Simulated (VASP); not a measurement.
# In (Im-3m) in VASP: further runs, part 2 of 2

VASP 6.6.1. Earlier steps stand in the parts before.

**3. Single point, PBEsol**

This run uses another cell than the first one, of 26.69 Å³/atom, 1.042 times its volume.

File INCAR:

```
SYSTEM = In
PREC     = Accurate       ! precision mode
ENCUT    = 520            ! plane-wave cutoff, eV
EDIFF    = 1E-7           ! SCF threshold, eV
ISMEAR   = -1             ! smearing method
SIGMA    = 0.05           ! smearing width, eV
LREAL    = .FALSE.        ! projectors in reciprocal space
LASPH    = .TRUE.         ! aspherical terms in the spheres
NELM     = 100            ! most SCF steps
ALGO     = Normal         ! electronic algorithm
ISIF     = 2              ! what is computed and relaxed
LWAVE    = .FALSE.        ! write WAVECAR
LCHARG   = .FALSE.        ! write CHGCAR
GGA      = PS             ! functional
NBANDS   = 12             ! bands
```

File KPOINTS:

```
Automatic mesh
0
G
  10 10 10
  0 0 0
```

File POSCAR:

```
In
1.0
   -1.8825252400      1.8825252400      1.8825252400
    1.8825252400     -1.8825252400      1.8825252400
    1.8825252400      1.8825252400     -1.8825252400
In
1
Direct
    0.0000000000      0.0000000000      0.0000000000
```

Potentials or basis: VASP PAW PBE potentials, release 64 (In_d).

Command:

```bash
$ cat potpaw_PBE.64/In_d/POTCAR > POTCAR
$ mpirun -np 1 vasp_std > vasp.out
```

OUTCAR:

```text
SYSTEM = In
   PREC = Accurate
   ENCUT = 520
   EDIFF = 1E-7
   ISMEAR = -1
   LREAL = .FALSE.
   LASPH = .TRUE.
   NELM = 100
   ISIF = 2
   GGA = PS

 ion  position               nearest neighbor table
   1  0.000  0.000  0.000-

  LATTYP: Found a body centered cubic cell.
 ALAT       =     3.7650504800

  Lattice vectors:

 A1 = (  -1.8825252400,   1.8825252400,   1.8825252400)
 A2 = (   1.8825252400,  -1.8825252400,   1.8825252400)
 A3 = (   1.8825252400,   1.8825252400,  -1.8825252400)

Analysis of symmetry for initial positions (statically):
=====================================================================
 Subroutine PRICEL returns:
 Original cell was already a primitive cell.

 Routine SETGRP: Setting up the symmetry group for a
 body centered cubic supercell.

 Subroutine GETGRP returns: Found 48 space group operations
 (whereof 48 operations were pure point group operations)
 out of a pool of 48 trial point group operations.

The static configuration has the point symmetry O_h .

Analysis of symmetry for dynamics (positions and initial velocities):
=====================================================================
 Subroutine PRICEL returns:
 Original cell was already a primitive cell.

 Routine SETGRP: Setting up the symmetry group for a
 body centered cubic supercell.

 Subroutine GETGRP returns: Found 48 space group operations
 (whereof 48 operations were pure point group operations)
 out of a pool of 48 trial point group operations.

The dynamic configuration has the point symmetry O_h .

 Subroutine INISYM returns: Found 48 space group operations
 (whereof 48 operations are pure point group operations),
 and found     1 'primitive' translations

----------------------------------------------------------------------------------------

                                     Primitive cell

  volume of cell :      26.6859

  direct lattice vectors                    reciprocal lattice vectors
    -1.882525240  1.882525240  1.882525240     0.000000000  0.265600689  0.265600689
     1.882525240 -1.882525240  1.882525240     0.265600689  0.000000000  0.265600689
     1.882525240  1.882525240 -1.882525240     0.265600689  0.265600689  0.000000000

  length of vectors
     3.260629362  3.260629362  3.260629362     0.375616096  0.375616096  0.375616096

  position of ions in fractional coordinates (direct lattice)
     0.000000000  0.000000000  0.000000000

  ion indices of the primitive-cell ions
   primitive index   ion index
                 1           1

----------------------------------------------------------------------------------------

 KPOINTS: Automatic mesh

Automatic generation of k-mesh.
 Grid dimensions read from file:
 generate k-points for:   10   10   10

 Generating k-lattice:

  Cartesian coordinates                     Fractional coordinates (reciprocal lattice)
     0.000000000  0.026560069  0.026560069     0.100000000  0.000000000  0.000000000
     0.026560069  0.000000000  0.026560069     0.000000000  0.100000000  0.000000000
     0.026560069  0.026560069  0.000000000     0.000000000  0.000000000  0.100000000

  Length of vectors
     0.037561610  0.037561610  0.037561610

  Shift w.r.t. Gamma in fractional coordinates (k-lattice)
     0.000000000  0.000000000  0.000000000

 Subroutine IBZKPT returns following result:
 ===========================================

 Found     47 irreducible k-points:

 Following reciprocal coordinates:
            Coordinates               Weight
  0.000000  0.000000  0.000000      1.000000
  0.100000  0.000000  0.000000     12.000000
  0.200000  0.000000  0.000000     12.000000
  0.300000  0.000000  0.000000     12.000000
  0.400000  0.000000  0.000000     12.000000
  0.500000  0.000000  0.000000      6.000000
[... 16 lines left out ...]
  0.300000  0.300000  0.100000      8.000000
 -0.300000  0.300000  0.100000     24.000000
 [... further k-points ...]
   k-points           NKPTS =     47   k-points in BZ     NKDIM =     47   number of bands    NBANDS=     12
   number of dos      NEDOS =    301   number of ions     NIONS =      1
   total plane-waves  NPLWV =  13824
   dimension x,y,z NGX =    24 NGY =   24 NGZ =   24
   dimension x,y,z NGXF=    48 NGYF=   48 NGZF=   48
   ions per type =               1
   NGX,Y,Z   is equivalent  to a cutoff of  12.24, 12.24, 12.24 a.u.
   NGXF,Y,Z  is equivalent  to a cutoff of  24.47, 24.47, 24.47 a.u.
 SYSTEM =  In
   PREC   = accura    normal or accurate (medium, high low for compatibility)
   ISTART =      0    job   : 0-new  1-cont  2-samecut
   ICHARG =      2    charge: 1-file 2-atom 10-const
   ISPIN  =      1    spin polarized calculation?
   LNONCOLLINEAR =      F non collinear calculations
   LSORBIT =      F    spin-orbit coupling
   LASPH  =      T    aspherical Exc in radial PAW
   ENCUT  =  520.0 eV  38.22 Ry    6.18 a.u.   6.06  6.06  6.06*2*pi/ulx,y,z
   NELM   =    100;   NELMIN=  2; NELMDL= -5     # of ELM steps
   EDIFF  = 0.1E-06   stopping-criterion for ELM
   LREAL  =      F    real-space projection
   EDIFFG = 0.1E-05   stopping-criterion for IOM
   NSW    =      0    number of steps for IOM
   IBRION =     -1    ionic relax: 0-MD 1-quasi-New 2-CG
   NFREE  =      0    steps in history (QN), initial steepest desc. (CG)
   ISIF   =      2    stress and relaxation
   ISYM   =      2    0-nonsym 1-usesym 2-fastsym
   POTIM  = 0.5000    time-step for ionic-motion
   TEBEG  =    0.0;   TEEND  =   0.0 temperature during run
   PSTRESS=    0.0 pullay stress
   NELECT =      13.0000    total number of electrons
   NUPDOWN=      -1.0000    fix difference up-down
   EMIN   =  10.00;   EMAX   =-10.00  energy-range for DOS
   EFERMI =   0.00;   METHOD = LEGACY
   ISMEAR =    -1;   SIGMA  =   0.05  broadening in eV -4-tet -1-fermi 0-gaus
   EFERMI_NEDOS =   21; number of points for ismear=-14 and -15
   IALGO  =     38    algorithm
   IMIX   =      4    mixing-type and parameters
     AMIX     =   0.40;   BMIX     =  1.00
     AMIX_MAG =   1.60;   BMIX_MAG =  1.00
  volume/ion in A,a.u.               =      26.69       180.09
  Fermi-wavevector in a.u.,A,eV,Ry     =   1.288136  2.434225 22.576080  1.659295
  Thomas-Fermi vector in A             =   2.420108
   LORBIT       =      0    0 simple, 1 ext, 2 COOP (PROOUT), +10 PAW based schemes
   GGA     = PS    functional components
   LHFCALC =     F    Hartree Fock is set to
   AEXX    =    0.0000 exact exchange contribution
   IVDW    =     0    specifies the selected vdW correction
   LEPSILON=     F    determine dielectric tensor
   LRPA    =     F    only Hartree local field effects (RPA)
 non-spin polarized calculation
  energy-cutoff  :      520.00
  volume of cell :       26.69
 maximum number of plane-waves:       736
   NGX = 13   NGY = 13   NGZ = 13

 number of electron      13.0000005 magnetization

 Free energy of the ion-electron system (eV)
  ---------------------------------------------------
  ext. energy  EPLUGINS =         0.00000000
  ---------------------------------------------------
  free energy    TOTEN  =        -2.97392007 eV

  energy without entropy =       -2.96841670  energy(sigma->0) =       -2.97116839

 E-fermi :   7.0567     XC(G=0): -10.3129

 val. band max:        7.0441363523   @ k =   0.2000   0.2000   0.2000
 cond. band min:       7.0817986782   @ k =  -0.4000   0.4000   0.2000
 fundamental gap:      0.0376623258
 Fermi energy:         7.0567275079

 k-point     1 :       0.0000    0.0000    0.0000
  band No.  band energies     occupation
      1      -7.4346      2.00000
      2      -7.4346      2.00000
      3      -7.4346      2.00000
      4      -7.1673      2.00000
      5      -7.1673      2.00000
      6      -2.2900      2.00000
      7      18.0074      0.00000
      8      18.0074      0.00000
      9      18.0074      0.00000
     10      20.0791      0.00000
     11      20.0791      0.00000
     12      20.0791      0.00000

 k-point     2 :       0.1000    0.0000    0.0000
  band No.  band energies     occupation
      1      -7.4449      2.00000
      2      -7.4254      2.00000
      3      -7.3951      2.00000
      4      -7.1781      2.00000
      5      -7.1678      2.00000
      6      -2.0615      2.00000
      7      15.9390      0.00000
      8      17.0368      0.00000
      9      17.4836      0.00000
     10      19.0254      0.00000
     11      19.3488      0.00000
     12      19.9401      0.00000
[... 316 lines left out ...]
 k-point    24 :      -0.3000    0.3000    0.1000
  band No.  band energies     occupation
      1      -7.4625      2.00000
      2      -7.4002      2.00000
      3      -7.2367      2.00000
      4      -7.1817      2.00000
      5      -7.1617      2.00000
      6       0.0324      2.00000
      7       9.3678      0.00000
      8      13.1969      0.00000
      9      14.3383      0.00000
     10      17.9788      0.00000
     11      18.9232      0.00000
     12      19.7611      0.00000

 [... further k-points ...]
[... 5 lines left out ...]
  --------------------------------------------------------------------------------------
  -------------------------------------------------------------------------------------
  Total       -0.2289217     -0.2289217     -0.2289217      0.0000000      0.0000000      0.0000000
  in kB      -13.7440644    -13.7440644    -13.7440644      0.0000000      0.0000000      0.0000000
  external PRESSURE =     -13.7440644 kB  Pullay stress =       0.0000000 kB

 VOLUME and BASIS-vectors are now :
 -----------------------------------------------------------------------------
  energy-cutoff  :      520.00
  volume of cell :       26.69
      direct lattice vectors                 reciprocal lattice vectors
    -1.882525240  1.882525240  1.882525240     0.000000000  0.265600689  0.265600689
     1.882525240 -1.882525240  1.882525240     0.265600689  0.000000000  0.265600689
     1.882525240  1.882525240 -1.882525240     0.265600689  0.265600689  0.000000000

 POSITION                                       TOTAL-FORCE (eV/Angst)
 -----------------------------------------------------------------------------------
      0.00000      0.00000      0.00000        -0.000000      0.000000      0.000000
 -----------------------------------------------------------------------------------
    total drift:                                0.000000      0.000000     -0.000000

  FREE ENERGIE OF THE ION-ELECTRON SYSTEM (eV)
  ---------------------------------------------------
  free  energy   TOTEN  =        -2.9739200749 eV

  energy  without entropy=       -2.9684167012  energy(sigma->0) =       -2.97116839
```

It took 8.6 s on 1 thread of Intel Xeon Platinum 8559C (Emerald Rapids), shared host; peak memory 0.14 GiB.

Results:

- Free energy: -2.9739 eV
- Pressure: -1.4 GPa

Levels at points of the mesh, in eV from the Fermi level:
```tsv
k point	band 4	band 5	band 6	band 7	band 8	band 9
(0.00, 0.00, 0.00)	-14.22	-14.22	-9.35	10.95	10.95	10.95
(0.50, 0.00, 0.00)	-14.23	-14.06	-3.86	-3.04	5.89	7.32
(0.50, 0.50, 0.50)	-14.10	-14.10	0.94	1.32	1.32	1.32
```

Caveat: the PAW data sets were made with another functional, which shifts forces and pressure a little; spin-orbit coupling is left out, which moves the levels of the heavy elements.

**4. Single point, PBEsol (volume scaled by 1.04)**

File INCAR:

```
SYSTEM = In
PREC = Accurate
ENCUT = 520
EDIFF = 1E-6
ISMEAR = -1
SIGMA = 0.05
LREAL = .FALSE.
LASPH = .TRUE.
NELM = 60
ALGO = Normal
ISIF = 2
LWAVE = .FALSE.
LCHARG = .FALSE.
GGA = PS
NBANDS = 12
```

File KPOINTS:

```
regular mesh
0
G
  10 10 10
  0 0 0
```

File POSCAR:

```
In
1.0
   -1.9072981498      1.9072981498      1.9072981498
    1.9072981498     -1.9072981498      1.9072981498
    1.9072981498      1.9072981498     -1.9072981498
In
1
Direct
    0.0000000000      0.0000000000      0.0000000000
```

Command:

```bash
$ cat potpaw_PBE.64/In_d/POTCAR > POTCAR
$ mpirun -np 1 vasp_std > vasp.out
```

It took 13 s on 1 thread of Intel Xeon Platinum 8559C (Emerald Rapids), shared host; peak memory 0.16 GiB.

It converged, with:

| Item | Value |
| --- | --- |
| Free energy | -2.9610 eV |
| Pressure | -2.6 GPa |

Levels at points of the mesh, in eV from the Fermi level:
| k point | band 2 | band 3 | band 4 | band 5 | band 6 | band 7 | band 8 | band 9 | band 10 | band 11 |
| --- | --- | --- | --- | --- | --- | --- | --- | --- | --- | --- |
| (0.00, 0.00, 0.00) | -14.45 | -14.45 | -14.21 | -14.21 | -9.08 | 10.54 | 10.54 | 10.54 | 12.90 | 12.90 |
| (0.50, 0.00, 0.00) | -14.47 | -14.22 | -14.21 | -14.06 | -3.85 | -2.88 | 5.72 | 7.18 | 9.81 | 9.88 |
| (0.50, 0.50, 0.50) | -14.53 | -14.09 | -14.09 | -14.09 | 0.68 | 1.33 | 1.33 | 1.33 | 5.26 | 5.26 |

Caveat: the cell differs from its parent crystal (volume scaled by 1.04); the PAW data sets were made with another functional, which shifts forces and pressure a little; spin-orbit coupling is left out, which moves the levels of the heavy elements.

**5. Single point, PBEsol (volume scaled by 1.06)**

File INCAR:

```
SYSTEM = In
ALGO = Normal ; EDIFF = 1E-6
ENCUT = 520 ; GGA = PS
ISIF = 2 ; ISMEAR = -1
LASPH = .True. ; LCHARG = .False.
LREAL = .False. ; LWAVE = .False.
NBANDS = 12 ; NELM = 60
PREC = Accurate ; SIGMA = 0.05
```

File KPOINTS:

```
k-points
0
Gamma
  10 10 10
  0 0 0
```

File POSCAR:

```
In
1.0
   -1.9194468732      1.9194468732      1.9194468732
    1.9194468732     -1.9194468732      1.9194468732
    1.9194468732      1.9194468732     -1.9194468732
In
1
Direct
    0.0000000000      0.0000000000      0.0000000000
```

Command:

```bash
$ cat potpaw_PBE.64/In_d/POTCAR > POTCAR
$ mpirun -np 1 vasp_std > vasp.out
```

It took 9.5 s on 1 thread of Intel Xeon Platinum 8559C (Emerald Rapids), shared host; peak memory 0.16 GiB.

The run converged. Its results:

- Free energy: -2.9516 eV
- Pressure: -3.1 GPa

Levels at points of the mesh, in eV from the Fermi level:
```csv
k point,band 2,band 3,band 4,band 5,band 6,band 7,band 8,band 9,band 10,band 11
"(0.00, 0.00, 0.00)",-14.43,-14.43,-14.20,-14.20,-8.95,10.34,10.34,10.34,12.84,12.84
"(0.50, 0.00, 0.00)",-14.45,-14.21,-14.20,-14.05,-3.85,-2.80,5.64,7.11,9.67,9.79
"(0.50, 0.50, 0.50)",-14.51,-14.09,-14.09,-14.09,0.55,1.33,1.33,1.33,5.23,5.23
```

Caveat: the cell differs from its parent crystal (volume scaled by 1.06); the PAW data sets were made with another functional, which shifts forces and pressure a little; spin-orbit coupling is left out, which moves the levels of the heavy elements.

**6. Single point, RPBE+D3(BJ)**

This run uses another cell than the first one, of 20.24 Å³/atom, 0.790 times its volume.

File INCAR:

```
  ALGO = Fast
  EDIFF = 1E-6
  ENCUT = 520
  GGA = RP
  ISIF = 2
  ISMEAR = -1
  IVDW = 12
  LASPH = T
  LCHARG = T
  LELF = T
  LREAL = F
  LVHAR = T
  LWAVE = F
  NBANDS = 12
  NELM = 80
  PREC = Accurate
  SIGMA = 0.05
```

File KPOINTS:

```
k-points
0
Gamma
  10 10 10
```

File POSCAR:

```
In
1.0
   -1.7169227518      1.7169227518      1.7169227518
    1.7169227518     -1.7169227518      1.7169227518
    1.7169227518      1.7169227518     -1.7169227518
In
1
Direct
    0.0000000000      0.0000000000      0.0000000000
```

Potentials or basis: VASP PAW PBE potentials, release 64 (In_d).

Command:

```bash
$ cat potpaw_PBE.64/In_d/POTCAR > POTCAR
$ mpirun -np 1 vasp_std > vasp.out
```

Wall time 10 s (1 thread of AMD EPYC 7R13 (Zen 3), shared host); peak memory 0.12 GiB.

The run converged. Its results:

```yaml
Free_energy: -4.5638 eV
Pressure: 0.5 GPa
Dispersion_energy_per_atom: -2.884 eV
```

Levels at points of the mesh, in eV from the Fermi level:
```csv
k point,band 3,band 4,band 5,band 6,band 7,band 8,band 9,band 10
"(0.00, 0.00, 0.00)",-15.24,-14.73,-14.73,-11.60,13.57,13.57,13.57,14.35
"(0.50, 0.00, 0.00)",-14.75,-14.72,-14.40,-4.46,-3.92,7.21,8.12,11.60
"(0.50, 0.50, 0.50)",-14.48,-14.48,-14.48,1.18,1.18,1.18,3.21,5.72
```

Caveat: the PAW data sets were made with another functional, which shifts forces and pressure a little; spin-orbit coupling is left out, which moves the levels of the heavy elements; pairwise dispersion overbinds metals, which lowers pressure and volume.

**7. Summary**

```csv
level,cell,gap on the mesh (eV),pressure (GPa)
PBEsol,"a = 3.217 Å, angles 109.5°, 1 atom",none,0.2
PBEsol,"a = 3.261 Å, angles 109.5°, 1 atom",none,-1.4
PBEsol,"a = 3.304 Å, angles 109.5°, 1 atom",none,-2.6
PBEsol,"a = 3.325 Å, angles 109.5°, 1 atom",none,-3.1
RPBE+D3(BJ),"a = 2.974 Å, angles 109.5°, 1 atom",none,0.5
```

Alike in all rows: task single point; potentials or basis VASP PAW PBE potentials, release 64 (In_d); no spin polarisation; k mesh 10 × 10 × 10; cutoff (eV) 520; smearing fermi-dirac 0.05 eV.

Caveats: the PAW data sets were made with another functional, which shifts forces and pressure a little; spin-orbit coupling is left out, which moves the levels of the heavy elements; pairwise dispersion overbinds metals, which lowers pressure and volume (some runs).

Total energies depend on the potentials used, so only differences within one code and one set of settings carry meaning.
